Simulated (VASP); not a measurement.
# SnO (P6_3/mmc) in VASP: notebook

SnO is run at these levels: r2SCAN+rVV10; tasks: single point.

Program: VASP 6.6.1. These are calculated values, not measurements. Logs are shortened: lines on timing, memory, paths and dates and some standing lists are left out, and cuts for length are marked.

### Step 1. The cell of the first run

It takes space group P6_3/mmc (No. 194, hexagonal). Conventional cell: a = 3.385 Å, b = 3.385 Å, c = 6.452 Å, α = 90.00°, β = 90.00°, γ = 120.00°. Sn (site symmetry -3m) has 6 O at 2.53 Å and 2 Sn at 3.23 Å within 3.3 Å. O (site symmetry -6m2) has 6 Sn at 2.53 Å within 3.3 Å.

### Step 2. Single point, r2SCAN+rVV10

Contents of POSCAR:

```
SnO
1.0
    3.3847609838      0.0000000000      0.0000000000
   -1.6923804919      2.9312889977      0.0000000000
    0.0000000000      0.0000000000      6.4522088081
Sn O
2 2
Direct
    0.0000000000      0.0000000000      0.0000000000
    0.0000000000      0.0000000000      0.5000000000
    0.3333333333      0.6666666667      0.2500000000
    0.6666666667      0.3333333333      0.7500000000
```

Contents of INCAR.step1:

```
SYSTEM = SnO
  PREC = Accurate
  ENCUT = 520
  ISMEAR = -1
  SIGMA = 0.03
  LREAL = .False.
  LASPH = .True.
  NELM = 80
  NBANDS = 28
  GGA = PE
  ALGO = Normal
  EDIFF = 1E-4
  LWAVE = .True.
  LCHARG = .False.
```

Contents of INCAR.step2:

```
SYSTEM = SnO
  PREC = Accurate
  ENCUT = 520
  EDIFF = 1E-7
  ISMEAR = -1
  SIGMA = 0.03
  LREAL = .False.
  LASPH = .True.
  NELM = 80
  ALGO = Normal
  ISIF = 2
  LWAVE = .False.
  LCHARG = .False.
  METAGGA = R2SCAN
  LMIXTAU = .True.
  LUSE_VDW = .True.
  IVDW_NL = 2
  BPARAM = 11.95
  CPARAM = 0.0093
  NBANDS = 28
  ISTART = 1
```

Contents of KPOINTS:

```
regular mesh
0
Gamma
  12 12 4
  0 0 0
```

Potentials or basis: VASP PAW PBE potentials, release 64 (Sn_d, O).

Started as:

```console
$ cat potpaw_PBE.64/Sn_d/POTCAR potpaw_PBE.64/O/POTCAR > POTCAR
$ cp INCAR.step1 INCAR
$ mpirun -np 1 vasp_std > vasp.out
$ cp INCAR.step2 INCAR
$ mpirun -np 1 vasp_std > vasp.out
```

OUTCAR:

```text
SYSTEM = SnO
   PREC = Accurate
   ENCUT = 520
   EDIFF = 1E-7
   ISMEAR = -1
   LREAL = .False.
   LASPH = .True.
   NELM = 80
   ISIF = 2
   METAGGA = R2SCAN
   IVDW_NL = 2
   BPARAM = 11.95
   ISTART = 1

 ion  position               nearest neighbor table
   1  0.000  0.000  0.000-   3 2.53   4 2.53   3 2.53   4 2.53   4 2.53   3 2.53   2 3.23   2 3.23

   2  0.000  0.000  0.500-   3 2.53   4 2.53   3 2.53   4 2.53   4 2.53   3 2.53   1 3.23   1 3.23

   3  0.333  0.667  0.250-   1 2.53   2 2.53   1 2.53   2 2.53   1 2.53   2 2.53
   4  0.667  0.333  0.750-   1 2.53   2 2.53   1 2.53   2 2.53   1 2.53   2 2.53

  LATTYP: Found a hexagonal cell.
 ALAT       =     3.3847609838
 C/A-ratio  =     1.9062524175

  Lattice vectors:

 A1 = (   3.3847609838,   0.0000000000,   0.0000000000)
 A2 = (  -1.6923804919,   2.9312889977,   0.0000000000)
 A3 = (   0.0000000000,   0.0000000000,   6.4522088081)

Analysis of symmetry for initial positions (statically):
=====================================================================
 Subroutine PRICEL returns:
 Original cell was already a primitive cell.

 Routine SETGRP: Setting up the symmetry group for a
 hexagonal supercell.

 Subroutine GETGRP returns: Found 24 space group operations
 (whereof 12 operations were pure point group operations)
 out of a pool of 24 trial point group operations.

The static configuration has the point symmetry D_3d.
 The point group associated with its full space group is D_6h.

Analysis of symmetry for dynamics (positions and initial velocities):
=====================================================================
 Subroutine PRICEL returns:
 Original cell was already a primitive cell.

 Routine SETGRP: Setting up the symmetry group for a
 hexagonal supercell.

 Subroutine GETGRP returns: Found 24 space group operations
 (whereof 12 operations were pure point group operations)
 out of a pool of 24 trial point group operations.

The dynamic configuration has the point symmetry D_3d.
 The point group associated with its full space group is D_6h.

 Subroutine INISYM returns: Found 24 space group operations
 (whereof 12 operations are pure point group operations),
 and found     1 'primitive' translations

----------------------------------------------------------------------------------------

                                     Primitive cell

  volume of cell :      64.0170

  direct lattice vectors                    reciprocal lattice vectors
     3.384760984  0.000000000  0.000000000     0.295441836  0.170573424  0.000000000
    -1.692380492  2.931288998  0.000000000     0.000000000  0.341146847  0.000000000
     0.000000000  0.000000000  6.452208808     0.000000000  0.000000000  0.154985685

  length of vectors
     3.384760984  3.384760984  6.452208808     0.341146847  0.341146847  0.154985685

  position of ions in fractional coordinates (direct lattice)
     0.000000000  0.000000000  0.000000000
     0.000000000  0.000000000  0.500000000
     0.333333333  0.666666667  0.250000000
     0.666666667  0.333333333  0.750000000

  ion indices of the primitive-cell ions
   primitive index   ion index
                 1           1
                 2           2
                 3           3
                 4           4

----------------------------------------------------------------------------------------

 KPOINTS: regular mesh

Automatic generation of k-mesh.
 Grid dimensions read from file:
 generate k-points for:   12   12    4

 Generating k-lattice:

  Cartesian coordinates                     Fractional coordinates (reciprocal lattice)
     0.024620153  0.014214452  0.000000000     0.083333333  0.000000000  0.000000000
     0.000000000  0.028428904  0.000000000     0.000000000  0.083333333  0.000000000
     0.000000000  0.000000000  0.038746421     0.000000000  0.000000000  0.250000000

  Length of vectors
     0.028428904  0.028428904  0.038746421

  Shift w.r.t. Gamma in fractional coordinates (k-lattice)
     0.000000000  0.000000000  0.000000000

 Subroutine IBZKPT returns following result:
 ===========================================

 Found     57 irreducible k-points:

 Following reciprocal coordinates:
            Coordinates               Weight
  0.000000  0.000000  0.000000      1.000000
  0.083333  0.000000  0.000000      6.000000
  0.166667  0.000000  0.000000      6.000000
  0.250000  0.000000  0.000000      6.000000
  0.333333 -0.000000  0.000000      6.000000
  0.416667  0.000000  0.000000      6.000000
[... 16 lines left out ...]
  0.250000  0.000000  0.250000     12.000000
  0.333333 -0.000000  0.250000     12.000000
 [... further k-points ...]
   k-points           NKPTS =     57   k-points in BZ     NKDIM =     57   number of bands    NBANDS=     28
   number of dos      NEDOS =    301   number of ions     NIONS =      4
   total plane-waves  NPLWV =  37632
   dimension x,y,z NGX =    28 NGY =   28 NGZ =   48
   dimension x,y,z NGXF=    56 NGYF=   56 NGZF=   96
   ions per type =               2   2
   NGX,Y,Z   is equivalent  to a cutoff of  13.75, 13.75, 12.37 a.u.
   NGXF,Y,Z  is equivalent  to a cutoff of  27.50, 27.50, 24.74 a.u.
 SYSTEM =  SnO
   PREC   = accura    normal or accurate (medium, high low for compatibility)
   ISTART =      1    job   : 0-new  1-cont  2-samecut
   ICHARG =      0    charge: 1-file 2-atom 10-const
   ISPIN  =      1    spin polarized calculation?
   LNONCOLLINEAR =      F non collinear calculations
   LSORBIT =      F    spin-orbit coupling
   LASPH  =      T    aspherical Exc in radial PAW
   ENCUT  =  520.0 eV  38.22 Ry    6.18 a.u.   6.29  6.29 12.00*2*pi/ulx,y,z
   NELM   =     80;   NELMIN=  2; NELMDL=  0     # of ELM steps
   EDIFF  = 0.1E-06   stopping-criterion for ELM
   LREAL  =      F    real-space projection
   EDIFFG = 0.1E-05   stopping-criterion for IOM
   NSW    =      0    number of steps for IOM
   IBRION =     -1    ionic relax: 0-MD 1-quasi-New 2-CG
   NFREE  =      0    steps in history (QN), initial steepest desc. (CG)
   ISIF   =      2    stress and relaxation
   ISYM   =      2    0-nonsym 1-usesym 2-fastsym
   POTIM  = 0.5000    time-step for ionic-motion
   TEBEG  =    0.0;   TEEND  =   0.0 temperature during run
   PSTRESS=    0.0 pullay stress
   NELECT =      40.0000    total number of electrons
   NUPDOWN=      -1.0000    fix difference up-down
   EMIN   =  10.00;   EMAX   =-10.00  energy-range for DOS
   EFERMI =   0.00;   METHOD = LEGACY
   ISMEAR =    -1;   SIGMA  =   0.03  broadening in eV -4-tet -1-fermi 0-gaus
   EFERMI_NEDOS =   21; number of points for ismear=-14 and -15
   IALGO  =     38    algorithm
   IMIX   =      4    mixing-type and parameters
     AMIX     =   0.40;   BMIX     =  1.00
     AMIX_MAG =   1.60;   BMIX_MAG =  1.00
  volume/ion in A,a.u.               =      16.00       108.00
  Fermi-wavevector in a.u.,A,eV,Ry     =   1.399576  2.644815 26.651267  1.958813
  Thomas-Fermi vector in A             =   2.522622
   LORBIT       =      0    0 simple, 1 ext, 2 COOP (PROOUT), +10 PAW based schemes
   METAGGA = R2SCAN    functional components
   LHFCALC =     F    Hartree Fock is set to
   AEXX    =    0.0000 exact exchange contribution
   IVDW_NL    =     2    kernel type
   BPARAM     =11.9500
   IVDW    =     0    specifies the selected vdW correction
   LEPSILON=     F    determine dielectric tensor
   LRPA    =     F    only Hartree local field effects (RPA)
 non-spin polarized calculation
  energy-cutoff  :      520.00
  volume of cell :       64.02
 maximum number of plane-waves:      1745
 NGX is ok and might be reduce to    28
   NGX = 13   NGY = 13   NGZ = 23

 number of electron      40.0000003 magnetization

 Free energy of the ion-electron system (eV)
  ---------------------------------------------------
  ext. energy  EPLUGINS =         0.00000000
  ---------------------------------------------------
  free energy    TOTEN  =       -63.15298000 eV

  energy without entropy =      -63.15102340  energy(sigma->0) =      -63.15200170

 E-fermi :   8.2215     XC(G=0): -11.6765

 val. band max:        8.1926499116   @ k =   0.1667   0.0000   0.0000
 cond. band min:       8.2253755014   @ k =   0.0833   0.0000   0.0000
 fundamental gap:      0.0327255898
 Fermi energy:         8.2215120036

 k-point     1 :       0.0000    0.0000    0.0000
  band No.  band energies     occupation
      1     -14.5611      2.00000
      2     -14.4288      2.00000
      3     -14.4287      2.00000
      4     -14.4144      2.00000
      5     -14.4144      2.00000
      6     -14.3572      2.00000
[... 20 lines left out ...]
     27      16.3432      0.00000
     28      19.5155      0.00000

 k-point     2 :       0.0833    0.0000    0.0000
  band No.  band energies     occupation
      1     -14.5560      2.00000
      2     -14.4352      2.00000
      3     -14.4191      2.00000
      4     -14.4164      2.00000
      5     -14.4054      2.00000
      6     -14.3748      2.00000
[... 20 lines left out ...]
     27      16.8132      0.00000
     28      18.1913      0.00000

 k-point     3 :       0.1667    0.0000    0.0000
  band No.  band energies     occupation
      1     -14.5434      2.00000
      2     -14.4677      2.00000
      3     -14.4237      2.00000
      4     -14.4075      2.00000
      5     -14.3927      2.00000
      6     -14.3805      2.00000
[... 20 lines left out ...]
     27      16.5912      0.00000
     28      17.7235      0.00000

 k-point     4 :       0.2500    0.0000    0.0000
  band No.  band energies     occupation
      1     -14.5433      2.00000
      2     -14.5200      2.00000
      3     -14.4359      2.00000
      4     -14.4213      2.00000
      5     -14.3688      2.00000
      6     -14.3561      2.00000
[... 578 lines left out ...]
     27      17.3137      0.00000
     28      19.4254      0.00000

 k-point    23 :       0.2500    0.0000    0.2500
  band No.  band energies     occupation
      1     -14.5214      2.00000
      2     -14.4902      2.00000
      3     -14.4436      2.00000
      4     -14.4139      2.00000
      5     -14.3593      2.00000
      6     -14.3533      2.00000
[... 20 lines left out ...]
     27      16.3225      0.00000
     28      18.9356      0.00000

 k-point    24 :       0.3333   -0.0000    0.2500
  band No.  band energies     occupation
      1     -14.5770      2.00000
      2     -14.4887      2.00000
      3     -14.4602      2.00000
      4     -14.4129      2.00000
      5     -14.3688      2.00000
      6     -14.3635      2.00000
[... 20 lines left out ...]
     27      15.8618      0.00000
     28      18.0432      0.00000

 [... further k-points ...]

------------------------ aborting loop because EDIFF is reached ----------------------------------------

  FORCE on cell =-STRESS in cart. coord.  units (eV):
  Direction    XX          YY          ZZ          XY          YZ          ZX
  --------------------------------------------------------------------------------------
  -------------------------------------------------------------------------------------
  Total        0.1164304      0.1164304      0.1485121      0.0000000     -0.0000000      0.0000000
  in kB        2.9139494      2.9139494      3.7168688      0.0000000     -0.0000000      0.0000000
  external PRESSURE =       3.1815892 kB  Pullay stress =       0.0000000 kB

 VOLUME and BASIS-vectors are now :
 -----------------------------------------------------------------------------
  energy-cutoff  :      520.00
  volume of cell :       64.02
      direct lattice vectors                 reciprocal lattice vectors
     3.384760984  0.000000000  0.000000000     0.295441836  0.170573424  0.000000000
    -1.692380492  2.931288998  0.000000000     0.000000000  0.341146847  0.000000000
     0.000000000  0.000000000  6.452208808     0.000000000  0.000000000  0.154985685

 POSITION                                       TOTAL-FORCE (eV/Angst)
 -----------------------------------------------------------------------------------
      0.00000      0.00000      0.00000        -0.000000      0.000000      0.000000
      0.00000      0.00000      3.22610        -0.000000      0.000000      0.000000
     -0.00000      1.95419      1.61305         0.000000     -0.000000      0.000000
      1.69238      0.97710      4.83916         0.000000      0.000000      0.000000
 -----------------------------------------------------------------------------------
    total drift:                                0.000000     -0.000000      0.000000

  FREE ENERGIE OF THE ION-ELECTRON SYSTEM (eV)
  ---------------------------------------------------
  free  energy   TOTEN  =       -63.1529800032 eV

  energy  without entropy=      -63.1510234046  energy(sigma->0) =      -63.15200170
```

It took 4 min on 1 thread of Intel Xeon 6975P-C (Granite Rapids), shared host; peak memory 0.39 GiB.

What came out:

* Free energy: -63.1530 eV
* Pressure: 0.3 GPa
* Band gap on the k mesh: zero (band 20 reaches 8.50 eV, above the bottom of band 21 at 7.64 eV)

Caveat: the PAW data sets were made with another functional, which shifts forces and pressure a little; spin-orbit coupling is left out, which moves the levels of the heavy elements.

### Step 3. Single point, r2SCAN+rVV10

POSCAR is that of step 2.

Contents of INCAR.step1:

```
PREC = Accurate
ENCUT = 520
ISMEAR = -1
SIGMA = 0.03
LREAL = F
LASPH = T
NELM = 60
NBANDS = 28
GGA = PE
ALGO = Normal
EDIFF = 1E-4
LWAVE = T
LCHARG = F
```

Contents of INCAR.step2:

```
PREC = Accurate
ENCUT = 520
EDIFF = 1E-6
ISMEAR = -1
SIGMA = 0.03
LREAL = F
LASPH = T
NELM = 60
ALGO = Normal
ISIF = 2
LWAVE = F
LCHARG = F
METAGGA = R2SCAN
LMIXTAU = T
LUSE_VDW = T
IVDW_NL = 2
BPARAM = 11.95
CPARAM = 0.0093
NBANDS = 28
ISTART = 1
```

Contents of KPOINTS:

```
Automatic mesh
0
Gamma
  12 12 4
```

Potentials or basis: VASP PAW PBE potentials, release 64 (Sn_d, O).

Started as:

```console
$ cat potpaw_PBE.64/Sn_d/POTCAR potpaw_PBE.64/O/POTCAR > POTCAR
$ cp INCAR.step1 INCAR
$ mpirun -np 1 vasp_std > vasp.out
$ cp INCAR.step2 INCAR
$ mpirun -np 1 vasp_std > vasp.out
```

It took 3.4 min on 1 thread of Intel Xeon 6975P-C (Granite Rapids), shared host; peak memory 0.39 GiB.

Results (log left out):

```yaml
Free_energy: -63.1530 eV
Pressure: 0.3 GPa
Band_gap_on_the_k_mesh: zero (band 20 reaches 8.50 eV, above the bottom of band 21 at 7.64 eV)
```

Stress tensor (GPa, compression positive):
```
0.29 0.00 0.00
0.00 0.29 0.00
0.00 0.00 0.37
```

Levels at points of the mesh, in eV from the Fermi level:
```tsv
k point	band 16	band 17	band 18	band 19	band 20	band 21	band 22	band 23	band 24	band 25
(0.00, 0.00, 0.00)	-3.47	-3.47	-3.25	-3.25	-0.44	0.46	6.48	6.48	7.31	7.82
(0.50, 0.00, 0.00)	-5.87	-4.43	-3.45	-2.21	-0.92	-0.59	2.05	3.86	4.44	5.98
(0.00, 0.00, 0.50)	-3.36	-3.36	-3.36	-2.65	-2.65	3.19	3.19	6.97	6.97	6.97
(0.50, 0.00, 0.50)	-5.01	-3.98	-3.98	-2.67	-2.67	1.81	1.81	4.24	4.24	5.40
```

Caveat: the PAW data sets were made with another functional, which shifts forces and pressure a little; spin-orbit coupling is left out, which moves the levels of the heavy elements.
